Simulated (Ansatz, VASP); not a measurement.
**Se in VASP and in Ansatz**

File INCAR:

```
SYSTEM = Se
PREC = Accurate
ENCUT = 520
EDIFF = 1E-7
ISMEAR = -1
SIGMA = 0.03
LREAL = .FALSE.
LASPH = .TRUE.
NELM = 100
ALGO = Normal
ISIF = 2
LWAVE = .FALSE.
LCHARG = .TRUE.
GGA = PE
LELF = .TRUE.
LVHAR = .TRUE.
NBANDS = 9
```

Contents of KPOINTS:

```
regular mesh
0
G
  16 16 16
  0 0 0
```

POSCAR

```
Se
1.0
    0.0000000000      2.1517078671      2.1517078671
    2.1517078671      0.0000000000      2.1517078671
    2.1517078671      2.1517078671      0.0000000000
Se
1
Direct
    0.0000000000      0.0000000000      0.0000000000
```

Input for Ansatz:

```yaml
crystal:
  lattice:
    - [0.0, 2.1517078671, 2.1517078671]
    - [2.1517078671, 0.0, 2.1517078671]
    - [2.1517078671, 2.1517078671, 0.0]
  atoms:
    - { symbol: Se, position: [0.0, 0.0, 0.0] }
kpoints:
  mp_grid: { grid: [16, 16, 16] }
scf:
  occupations: { method: fermi_dirac, width: 0.03 }
hamiltonian:
  xc: pbe
  pseudopotentials: { kind: all_electron, lapw: { basis_error: 0.00025 } }
output:
  forces: true
  stress: true
  eigenvalues: true
```

Change from the starting cell: volume scaled by 0.98.

Alike in both runs: task single point; functional PBE; k mesh 16 × 16 × 16; occupations fermi-dirac, width 0.03 eV; no spin polarisation.

|  | VASP | Ansatz |
| --- | --- | --- |
| version | VASP 6.6.1 | Ansatz 0.2.0 |
| potentials or method | VASP PAW PBE potentials, release 64 (Se), cutoff 520 eV | all-electron LAPW, scalar-relativistic |

```csv
,VASP,Ansatz,Ansatz less VASP
pressure (GPa),1.5,1.5,-0.02
```

Ansatz ran all-electron here, and VASP with PAW potentials.
